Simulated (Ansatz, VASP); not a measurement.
# W: VASP beside Ansatz

```
W
1.0
     0.00000    2.03000    2.05030
     2.03000    0.00000    2.05030
     2.03000    2.03000    0.00000
W
1
Direct
  0.00000 0.00000 0.00000
```

Change from the starting cell: zz strain of +1 %, crystal datasets.

Alike in both runs: task electric field gradients; functional PBE; k mesh 14 × 14 × 14; occupations fermi-dirac, width 0.05 eV; no spin polarisation.

```csv
,VASP,Ansatz
version,VASP 6.6.1,Ansatz 0.2.0
potentials or method,"VASP PAW PBE potentials, release 64 (W_sv), cutoff 520 eV","all-electron PAW with datasets made for the crystal, scalar-relativistic"
```

|  | VASP | Ansatz | Ansatz less VASP |
| --- | --- | --- | --- |
| pressure (GPa) | -6.9 | -7.1 | -0.28 |
| traceless stress, the component that is largest in VASP (GPa) | 2.11 | 2.10 | -0.011 |
| size of Vzz on the site where it differs most (V/Å²) | 5.6 | 4.2 | -1.42 |

Ansatz ran all-electron here, and VASP with PAW potentials.

Spin-orbit coupling is off throughout.
